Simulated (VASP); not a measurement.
Write the native input for VASP 6.6.1 that does the following.

* Task: single point
* Functional: PBEsol
* Potentials or basis: VASP PAW PBE potentials, release 64 (C, O)
* Cutoff: 520 eV
* k mesh: 4 × 4 × 4
* Occupations: gaussian, width 0.01 eV
* Spin: no spin polarisation
* Dipole correction: no
* Further INCAR settings: ALGO = Normal; EDIFF = 1e-07; NBANDS = 25

The structure of CO2 lies in POSCAR:

```
CO2
1.0
    3.5161000000      0.0000000000      0.0000000000
    0.0000000000      3.5161000000      0.0000000000
    0.0000000000      0.0000000000      4.1043000000
C O
2 4
Direct
    0.0000000000      0.0000000000      0.0000000000
    0.5000000000      0.5000000000      0.5000000000
    0.2300000000      0.2300000000      0.0000000000
    0.2700000000      0.7300000000      0.5000000000
    0.7700000000      0.7700000000      0.0000000000
    0.7300000000      0.2700000000      0.5000000000
```

The input as run:

INCAR

```
PREC     = Accurate       # precision mode
ENCUT    = 520            # plane-wave cutoff, eV
EDIFF    = 1E-7           # SCF threshold, eV
ISMEAR   = 0              # smearing method
SIGMA    = 0.01           # smearing width, eV
LREAL    = F              # projectors in reciprocal space
LASPH    = T              # aspherical terms in the spheres
NELM     = 80             # most SCF steps
ALGO     = Normal         # electronic algorithm
ISIF     = 2              # what is computed and relaxed
LWAVE    = F              # write WAVECAR
LCHARG   = T              # write CHGCAR
GGA      = PS             # functional
LELF     = T              # ELF
LVHAR    = T            
NBANDS   = 25             # bands
```

KPOINTS

```
Automatic mesh
0
Gamma
  4 4 4
```

Potentials or basis: VASP PAW PBE potentials, release 64 (C, O).

Launch:

```sh
$ cat potpaw_PBE.64/C/POTCAR potpaw_PBE.64/O/POTCAR > POTCAR
$ mpirun -np 1 vasp_std > vasp.out
```

It gave:

```
Pressure               : 34.4 GPa
Largest force          : 2.526 eV/Å
Band gap on the k mesh : 5.80 eV, indirect (least direct gap 6.51 eV)
```

Caveat: the k points lie up to 0.45 Å⁻¹ apart; the PAW data sets were made with another functional, which shifts forces and pressure a little.

It took 21 s on 1 thread of Intel Xeon 6975P-C, with other jobs on the host, peak memory 0.16 GiB.
